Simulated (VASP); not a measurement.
# TiPt3 in VASP: notebook, part 2 of 2

VASP 6.6.1. Earlier steps stand in the parts before.

### 4 Single point, PBEsol (uniaxial strain along a: -1.5 %, then relaxed in part)

INCAR

```
PREC     = Accurate       # precision mode
ENCUT    = 500            # plane-wave cutoff, eV
EDIFF    = 1E-6           # SCF threshold, eV
ISMEAR   = 0              # smearing method
SIGMA    = 0.1            # smearing width, eV
LREAL    = False          # projectors in reciprocal space
LASPH    = True           # aspherical terms in the spheres
NELM     = 120            # most SCF steps
ALGO     = Normal         # electronic algorithm
ISIF     = 2              # what is computed and relaxed
LWAVE    = False          # write WAVECAR
LCHARG   = False          # write CHGCAR
GGA      = PS             # functional
NBANDS   = 29             # bands
GGA_COMPAT= False
```

KPOINTS

```
regular mesh
0
Gamma
  14 14 14
```

POSCAR

```
TiPt3
1.0
    3.8408634187      0.0000000000      0.0000000000
    0.0000000000      3.9208515410      0.0000000000
    0.0000000000      0.0000000000      3.9208515410
Ti Pt
1 3
Direct
    0.0000000000      0.0000000000      0.0000000000
    0.0000000000      0.5000000000      0.5000000000
    0.5000000000      0.0000000000      0.5000000000
    0.5000000000      0.5000000000      0.0000000000
```

Potentials or basis: VASP PAW PBE potentials, release 64 (Ti_sv, Pt).

Started as:

```sh
$ cat potpaw_PBE.64/Ti_sv/POTCAR potpaw_PBE.64/Pt/POTCAR > POTCAR
$ mpirun -np 1 vasp_std > vasp.out
```

OUTCAR:

```text
PREC = Accurate
   ENCUT = 500
   EDIFF = 1E-6
   ISMEAR = 0
   LREAL = False
   LASPH = True
   NELM = 120
   ISIF = 2
   GGA = PS

 ion  position               nearest neighbor table
   1  0.000  0.000  0.000-   3 2.74   4 2.74   3 2.74   4 2.74   3 2.74   4 2.74   3 2.74   4 2.74
                             2 2.77   2 2.77   2 2.77   2 2.77
   2  0.000  0.500  0.500-   3 2.74   4 2.74   4 2.74   3 2.74   3 2.74   4 2.74   4 2.74   3 2.74
                             1 2.77   1 2.77   1 2.77   1 2.77
   3  0.500  0.000  0.500-   1 2.74   2 2.74   1 2.74   2 2.74   1 2.74   2 2.74   1 2.74   2 2.74
                             4 2.77   4 2.77   4 2.77   4 2.77
   4  0.500  0.500  0.000-   1 2.74   2 2.74   2 2.74   1 2.74   1 2.74   2 2.74   2 2.74   1 2.74
                             3 2.77   3 2.77   3 2.77   3 2.77

  LATTYP: Found a simple tetragonal cell.
 ALAT       =     3.9208515410
 C/A-ratio  =     0.9795992984

  Lattice vectors:

 A1 = (   0.0000000000,   3.9208515410,   0.0000000000)
 A2 = (   0.0000000000,   0.0000000000,   3.9208515410)
 A3 = (   3.8408634187,   0.0000000000,   0.0000000000)

Analysis of symmetry for initial positions (statically):
=====================================================================
 Subroutine PRICEL returns:
 Original cell was already a primitive cell.

 Routine SETGRP: Setting up the symmetry group for a
 simple tetragonal supercell.

 Subroutine GETGRP returns: Found 16 space group operations
 (whereof 16 operations were pure point group operations)
 out of a pool of 16 trial point group operations.

The static configuration has the point symmetry D_4h.

Analysis of symmetry for dynamics (positions and initial velocities):
=====================================================================
 Subroutine PRICEL returns:
 Original cell was already a primitive cell.

 Routine SETGRP: Setting up the symmetry group for a
 simple tetragonal supercell.

 Subroutine GETGRP returns: Found 16 space group operations
 (whereof 16 operations were pure point group operations)
 out of a pool of 16 trial point group operations.

The dynamic configuration has the point symmetry D_4h.

 Subroutine INISYM returns: Found 16 space group operations
 (whereof 16 operations are pure point group operations),
 and found     1 'primitive' translations

----------------------------------------------------------------------------------------

                                     Primitive cell

  volume of cell :      59.0459

  direct lattice vectors                    reciprocal lattice vectors
     3.840863419  0.000000000  0.000000000     0.260358126  0.000000000  0.000000000
     0.000000000  3.920851541  0.000000000     0.000000000  0.255046637  0.000000000
     0.000000000  0.000000000  3.920851541     0.000000000  0.000000000  0.255046637

  length of vectors
     3.840863419  3.920851541  3.920851541     0.260358126  0.255046637  0.255046637

  position of ions in fractional coordinates (direct lattice)
     0.000000000  0.000000000  0.000000000
     0.000000000  0.500000000  0.500000000
     0.500000000  0.000000000  0.500000000
     0.500000000  0.500000000  0.000000000

  ion indices of the primitive-cell ions
   primitive index   ion index
                 1           1
                 2           2
[... 27 lines left out ...]
 Found    288 irreducible k-points:

 Following reciprocal coordinates:
            Coordinates               Weight
  0.000000  0.000000  0.000000      1.000000
  0.071429  0.000000  0.000000      2.000000
  0.142857  0.000000  0.000000      2.000000
  0.214286  0.000000  0.000000      2.000000
  0.285714  0.000000  0.000000      2.000000
  0.357143  0.000000  0.000000      2.000000
[... 16 lines left out ...]
  0.428571  0.142857  0.000000      8.000000
  0.500000  0.142857  0.000000      4.000000
 [... further k-points ...]
   k-points           NKPTS =    288   k-points in BZ     NKDIM =    288   number of bands    NBANDS=     29
   number of dos      NEDOS =    301   number of ions     NIONS =      4
   total plane-waves  NPLWV =  25200
   dimension x,y,z NGX =    28 NGY =   30 NGZ =   30
   dimension x,y,z NGXF=    56 NGYF=   60 NGZF=   60
   ions per type =               1   3
   NGX,Y,Z   is equivalent  to a cutoff of  12.12, 12.72, 12.72 a.u.
   NGXF,Y,Z  is equivalent  to a cutoff of  24.24, 25.44, 25.44 a.u.
 SYSTEM =  unknown system
   PREC   = accura    normal or accurate (medium, high low for compatibility)
   ISTART =      0    job   : 0-new  1-cont  2-samecut
   ICHARG =      2    charge: 1-file 2-atom 10-const
   ISPIN  =      1    spin polarized calculation?
   LNONCOLLINEAR =      F non collinear calculations
   LSORBIT =      F    spin-orbit coupling
   LASPH  =      T    aspherical Exc in radial PAW
   ENCUT  =  500.0 eV  36.75 Ry    6.06 a.u.   7.00  7.15  7.15*2*pi/ulx,y,z
   NELM   =    120;   NELMIN=  2; NELMDL= -5     # of ELM steps
   EDIFF  = 0.1E-05   stopping-criterion for ELM
   LREAL  =      F    real-space projection
   EDIFFG = 0.1E-04   stopping-criterion for IOM
   NSW    =      0    number of steps for IOM
   IBRION =     -1    ionic relax: 0-MD 1-quasi-New 2-CG
   NFREE  =      0    steps in history (QN), initial steepest desc. (CG)
   ISIF   =      2    stress and relaxation
   ISYM   =      2    0-nonsym 1-usesym 2-fastsym
   POTIM  = 0.5000    time-step for ionic-motion
   TEBEG  =    0.0;   TEEND  =   0.0 temperature during run
   PSTRESS=    0.0 pullay stress
   NELECT =      42.0000    total number of electrons
   NUPDOWN=      -1.0000    fix difference up-down
   EMIN   =  10.00;   EMAX   =-10.00  energy-range for DOS
   EFERMI =   0.00;   METHOD = LEGACY
   ISMEAR =     0;   SIGMA  =   0.10  broadening in eV -4-tet -1-fermi 0-gaus
   EFERMI_NEDOS =   21; number of points for ismear=-14 and -15
   IALGO  =     38    algorithm
   IMIX   =      4    mixing-type and parameters
     AMIX     =   0.40;   BMIX     =  1.00
     AMIX_MAG =   1.60;   BMIX_MAG =  1.00
  volume/ion in A,a.u.               =      14.76        99.62
  Fermi-wavevector in a.u.,A,eV,Ry     =   1.461374  2.761596 29.056792  2.135614
  Thomas-Fermi vector in A             =   2.577713
   LORBIT       =      0    0 simple, 1 ext, 2 COOP (PROOUT), +10 PAW based schemes
   GGA     = PS    functional components
   LHFCALC =     F    Hartree Fock is set to
   AEXX    =    0.0000 exact exchange contribution
   IVDW    =     0    specifies the selected vdW correction
   LEPSILON=     F    determine dielectric tensor
   LRPA    =     F    only Hartree local field effects (RPA)
 non-spin polarized calculation
 Gauss-broadening in eV      SIGMA  =   0.10
  energy-cutoff  :      500.00
  volume of cell :       59.05
 maximum number of plane-waves:      1520
   NGX = 15   NGY = 15   NGZ = 15

 number of electron      42.0000001 magnetization

 Free energy of the ion-electron system (eV)
  ---------------------------------------------------
  ext. energy  EPLUGINS =         0.00000000
  ---------------------------------------------------
  free energy    TOTEN  =       -32.75119842 eV

  energy without entropy =      -32.74550574  energy(sigma->0) =      -32.74835208

 E-fermi :  11.7463     XC(G=0): -13.4365

 val. band max:       11.7448566038   @ k =   0.5000   0.1429   0.1429
 cond. band min:      11.7745240913   @ k =   0.0000   0.0714   0.0714
 fundamental gap:      0.0296674875
 Fermi energy:        11.7463234331

 k-point     1 :       0.0000    0.0000    0.0000
  band No.  band energies     occupation
      1     -46.2033      2.00000
      2     -22.5258      2.00000
      3     -22.5258      2.00000
      4     -22.5214      2.00000
      5       1.4364      2.00000
      6       4.2706      2.00000
[... 757 lines left out ...]
     28      18.1744      0.00000
     29      20.0823      0.00000

 [... further k-points ...]

------------------------ aborting loop because EDIFF is reached ----------------------------------------

  FORCE on cell =-STRESS in cart. coord.  units (eV):
  Direction    XX          YY          ZZ          XY          YZ          ZX
  --------------------------------------------------------------------------------------
  -------------------------------------------------------------------------------------
  Total        1.2396301     -0.1022793     -0.1022793     -0.0000000      0.0000000     -0.0000000
  in kB       33.6366730     -2.7752910     -2.7752910     -0.0000000      0.0000000     -0.0000000
  external PRESSURE =       9.3620303 kB  Pullay stress =       0.0000000 kB

 VOLUME and BASIS-vectors are now :
 -----------------------------------------------------------------------------
  energy-cutoff  :      500.00
  volume of cell :       59.05
      direct lattice vectors                 reciprocal lattice vectors
     3.840863419  0.000000000  0.000000000     0.260358126  0.000000000  0.000000000
     0.000000000  3.920851541  0.000000000     0.000000000  0.255046637  0.000000000
     0.000000000  0.000000000  3.920851541     0.000000000  0.000000000  0.255046637

 POSITION                                       TOTAL-FORCE (eV/Angst)
 -----------------------------------------------------------------------------------
      0.00000      0.00000      0.00000         0.000000      0.000000      0.000000
      0.00000      1.96043      1.96043         0.000000      0.000000      0.000000
      1.92043      0.00000      1.96043         0.000000      0.000000      0.000000
      1.92043      1.96043      0.00000         0.000000      0.000000      0.000000
 -----------------------------------------------------------------------------------
    total drift:                                0.000000      0.000000      0.000000

  FREE ENERGIE OF THE ION-ELECTRON SYSTEM (eV)
  ---------------------------------------------------
  free  energy   TOTEN  =       -32.7511984178 eV

  energy  without entropy=      -32.7455057358  energy(sigma->0) =      -32.74835208
```

Run time: 9.2 min. Hardware: 1 thread of Intel Xeon 8259CL, shared host; peak memory 0.49 GiB.

Results:

| Item | Value |
| --- | --- |
| Free energy | -32.7512 eV |
| Pressure | 0.9 GPa |
| Band gap on the k mesh | zero (bands 21 and 22 overlap by 1.86 eV) |

Stress tensor (GPa, compression positive):
```
 3.36  0.00  0.00
 0.00 -0.28  0.00
 0.00  0.00 -0.28
```

Caveat: the cell differs from its parent crystal (uniaxial strain along a: -1.5 %, then relaxed in part); the PAW data sets were made with another functional, which shifts forces and pressure a little; spin-orbit coupling is left out, which moves the levels of the heavy elements.

### 5 Single point, PBEsol (uniaxial strain along a: +1.5 %, then relaxed in part)

INCAR

```
PREC = Accurate
ENCUT = 500
EDIFF = 1E-6
ISMEAR = 0
SIGMA = 0.1
LREAL = F
LASPH = T
NELM = 120
ALGO = Normal
ISIF = 2
LWAVE = F
LCHARG = F
GGA = PS
NBANDS = 29
GGA_COMPAT = F
```

KPOINTS

```
Automatic mesh
0
Gamma
  14 14 14
```

POSCAR

```
TiPt3
1.0
    3.9578440304      0.0000000000      0.0000000000
    0.0000000000      3.8800519859      0.0000000000
    0.0000000000      0.0000000000      3.8800519859
Ti Pt
1 3
Direct
    0.0000000000      0.0000000000      0.0000000000
    0.0000000000      0.5000000000      0.5000000000
    0.5000000000      0.0000000000      0.5000000000
    0.5000000000      0.5000000000      0.0000000000
```

Started as:

```sh
$ cat potpaw_PBE.64/Ti_sv/POTCAR potpaw_PBE.64/Pt/POTCAR > POTCAR
$ mpirun -np 1 vasp_std > vasp.out
```

Wall time 9.9 min (1 thread of Intel Xeon 8259CL, shared host); peak memory 0.49 GiB.

It converged, with:

- Free energy: -32.7511 eV
- Pressure: -1.5 GPa
- Band gap on the k mesh: zero (bands 21 and 22 overlap by 1.70 eV)

Stress tensor (GPa, compression positive):
```
-3.88  0.00  0.00
 0.00 -0.28  0.00
 0.00  0.00 -0.28
```

Levels at points of the mesh, in eV from the Fermi level:
| k point | band 19 | band 20 | band 21 | band 22 | band 23 | band 24 |
| --- | --- | --- | --- | --- | --- | --- |
| (0.00, 0.00, 0.00) | -0.02 | 0.16 | 1.28 | 1.35 | 1.41 | 1.67 |
| (0.50, 0.00, 0.00) | -2.59 | -1.26 | -0.15 | -0.15 | 0.17 | 0.38 |
| (0.00, 0.50, 0.00) | -2.58 | -1.41 | -0.24 | -0.23 | -0.01 | 0.48 |
| (0.50, 0.50, 0.00) | -2.47 | -2.32 | -2.28 | 0.18 | 0.21 | 0.34 |
| (0.00, 0.50, 0.50) | -2.45 | -2.22 | -2.18 | 0.24 | 0.24 | 0.39 |
| (0.50, 0.50, 0.50) | -0.72 | -0.72 | -0.51 | -0.42 | -0.42 | 1.17 |

Caveat: the cell differs from its parent crystal (uniaxial strain along a: +1.5 %, then relaxed in part); the PAW data sets were made with another functional, which shifts forces and pressure a little; spin-orbit coupling is left out, which moves the levels of the heavy elements.

### 6 Single point, PBEsol (uniaxial strain along a: +1.5 %)

INCAR

```
SYSTEM = TiPt3
  ALGO = Normal
  EDIFF = 1E-6
  ENCUT = 500
  GGA = PS
  GGA_COMPAT = .FALSE.
  ISIF = 2
  ISMEAR = 0
  LASPH = .TRUE.
  LCHARG = .FALSE.
  LREAL = .FALSE.
  LWAVE = .FALSE.
  NBANDS = 29
  NELM = 120
  PREC = Accurate
  SIGMA = 0.1
```

KPOINTS

```
k-points
0
G
  14 14 14
  0 0 0
```

Edit POSCAR of step 5 so:

```diff
@@ -3,4 +3,4 @@
     3.9578440304      0.0000000000      0.0000000000
-    0.0000000000      3.8800519859      0.0000000000
-    0.0000000000      0.0000000000      3.8800519859
+    0.0000000000      3.8847311481      0.0000000000
+    0.0000000000      0.0000000000      3.8847311481
 Ti Pt
```

Potentials or basis: VASP PAW PBE potentials, release 64 (Ti_sv, Pt).

Started as:

```sh
$ cat potpaw_PBE.64/Ti_sv/POTCAR potpaw_PBE.64/Pt/POTCAR > POTCAR
$ mpirun -np 1 vasp_std > vasp.out
```

It took 8.7 min on 1 thread of Intel Xeon 8259CL, shared host; peak memory 0.49 GiB.

Results (log left out):

```
Free energy            : -32.7505 eV
Pressure               : -2.1 GPa
Band gap on the k mesh : zero (bands 21 and 22 overlap by 1.72 eV)
```

Stress tensor (GPa, compression positive):
```
-4.34  0.00  0.00
 0.00 -0.98  0.00
 0.00  0.00 -0.98
```

Levels at points of the mesh, in eV from the Fermi level:
```tsv
k point	band 17	band 18	band 19	band 20	band 21	band 22	band 23	band 24	band 25	band 26
(0.00, 0.00, 0.00)	-0.52	-0.02	-0.02	0.15	1.30	1.35	1.40	1.67	1.67	1.98
(0.50, 0.00, 0.00)	-2.61	-2.58	-2.58	-1.27	-0.15	-0.15	0.16	0.38	0.81	2.06
(0.00, 0.50, 0.00)	-2.71	-2.66	-2.57	-1.41	-0.24	-0.23	-0.01	0.48	0.72	1.95
(0.50, 0.50, 0.00)	-3.12	-3.09	-2.46	-2.31	-2.27	0.18	0.21	0.34	1.40	1.41
(0.00, 0.50, 0.50)	-3.04	-3.04	-2.45	-2.21	-2.18	0.24	0.24	0.39	1.60	1.60
(0.50, 0.50, 0.50)	-1.00	-0.72	-0.72	-0.72	-0.50	-0.42	-0.42	1.17	1.21	1.21
```

Caveat: the cell differs from its parent crystal (uniaxial strain along a: +1.5 %); the PAW data sets were made with another functional, which shifts forces and pressure a little; spin-orbit coupling is left out, which moves the levels of the heavy elements.

### 7 Overview

```csv
cell,cutoff (eV),gap on the mesh (eV),pressure (GPa)
"a = 3.899 Å, angles 90.0, 89.1, 90.0°, 4 atoms",520,none,-0.2
"a = 3.899, b = 3.899, c = 3.901 Å, angles 90.0, 88.3, 90.0°, 4 atoms",520,none,0.0
"a = 3.841, b = 3.921, c = 3.921 Å, 4 atoms",500,none,0.9
"a = 3.958, b = 3.880, c = 3.880 Å, 4 atoms",500,none,-1.5
"a = 3.958, b = 3.885, c = 3.885 Å, 4 atoms",500,none,-2.1
```

Alike in all rows: task single point; level PBEsol; potentials or basis VASP PAW PBE potentials, release 64 (Ti_sv, Pt); no spin polarisation; k mesh 14 × 14 × 14; smearing gaussian 0.1 eV.

Caveats: the PAW data sets were made with another functional, which shifts forces and pressure a little; spin-orbit coupling is left out, which moves the levels of the heavy elements.

Absolute energies hang on the potentials; compare differences alone.
